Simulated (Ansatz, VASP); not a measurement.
# Mo in VASP and in Ansatz

```
CELL_PARAMETERS angstrom
-1.57339 1.57339 1.57339
1.57339 -1.57339 1.57339
1.57339 1.57339 -1.57339
ATOMIC_POSITIONS crystal
Mo 0.00000 0.00000 0.00000
```

Alike in both runs: task relaxation of cell and atoms; functional r2SCAN; k mesh 19 × 19 × 19; occupations fermi-dirac, width 0.1 eV; no spin polarisation.

|  | VASP | Ansatz |
| --- | --- | --- |
| version | VASP 6.6.1 | Ansatz 0.2.0 |
| potentials or method | VASP PAW PBE potentials, release 64 (Mo_sv) | PAW with Ansatz's default frozen-core files, scalar-relativistic |
| plane-wave cutoff (eV) | 600 | 500 |
| valence electrons in the cell | 14 | 14 |

VASP gave:

* relaxed volume (Å³/atom): 15.70
* relaxed cell length with the largest relative difference (Å): 2.732

**Question.** Estimate Ansatz's values.

**Answer.** Relaxed volume (Å³/atom): 15.64; relaxed cell length with the largest relative difference (Å): 2.729.

VASP's potentials were made for PBE, not for r2SCAN.
